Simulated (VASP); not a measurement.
Here is a VASP 6.6.1 calculation.

File INCAR:

```
SYSTEM = BN
ALGO = Normal
EDIFF = 1E-7
ENCUT = 520
GGA = PE
ISIF = 2
ISMEAR = 0
LASPH = .True.
LCHARG = .False.
LREAL = .False.
LWAVE = .False.
NBANDS = 11
NELM = 60
PREC = Accurate
SIGMA = 0.05
```

Contents of KPOINTS:

```
k-points
0
Gamma
  12 12 12
  0 0 0
```

POSCAR

```
BN
1.0
    0.0000000000      1.5792410264      1.8944829972
    1.8944829972      0.0000000000      1.8944829972
    1.8944829972      1.5792410264      0.0000000000
B N
1 1
Direct
    0.0000000000      0.0000000000      0.0000000000
    0.7500000000      0.7500000000      0.7500000000
```

Potentials or basis: VASP PAW PBE potentials, release 64 (B, N).

Command:

```bash
$ cat potpaw_PBE.64/B/POTCAR potpaw_PBE.64/N/POTCAR > POTCAR
$ mpirun -np 1 vasp_std > vasp.out
```

Task: What does it give for the pressure?

Result: 19.0 GPa.

Task: Estimate the band gap on the k mesh.

Result: 1.80 eV, indirect (least direct gap 7.54 eV).

Stress tensor (GPa, compression positive):
```
-10.33   0.00   0.00
  0.00  77.72   0.00
  0.00   0.00 -10.33
```

 A k mesh can miss the band edges.
